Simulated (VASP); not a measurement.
A run of VASP 6.6.1:

Contents of INCAR:

```
SYSTEM = Be
ALGO     = Normal         ! electronic algorithm
EDIFF    = 1E-6           ! SCF threshold, eV
ENCUT    = 520            ! plane-wave cutoff, eV
GGA      = PE             ! functional
ISIF     = 2              ! what is computed and relaxed
ISMEAR   = -1             ! smearing method
LASPH    = .True.         ! aspherical terms in the spheres
LCHARG   = .True.         ! write CHGCAR
LELF     = .True.         ! ELF
LREAL    = .False.        ! projectors in reciprocal space
LVHAR    = .True.       
LWAVE    = .False.        ! write WAVECAR
NBANDS   = 7              ! bands
NELM     = 100            ! most SCF steps
PREC     = Accurate       ! precision mode
SIGMA    = 0.06122561905347299 ! smearing width, eV
```

KPOINTS

```
k-points
0
Gamma
  50 50 50
  0 0 0
```

POSCAR

```
Be
1.0
    2.2158920189      0.0000000000      0.0000000000
    0.0000000000      2.2158920189      0.0000000000
    0.0000000000      0.0000000000      2.2158920189
Be
1
Direct
    0.0000000000      0.0000000000      0.0000000000
```

Potentials or basis: VASP PAW PBE potentials, release 64 (Be).

Launch:

```console
$ cat potpaw_PBE.64/Be/POTCAR > POTCAR
$ mpirun -np 1 vasp_std > vasp.out
```

Hardware: 1 thread of Intel(R) Xeon(R) 6975P-C (Granite Rapids) (shared host).

Problem. How long does it take, and how much memory?

Solution. Wall time 26 s on 1 thread of Intel(R) Xeon(R) 6975P-C (Granite Rapids) (shared host), peak memory 0.3 GiB. Counts: scf iterations 9, k points 3276.
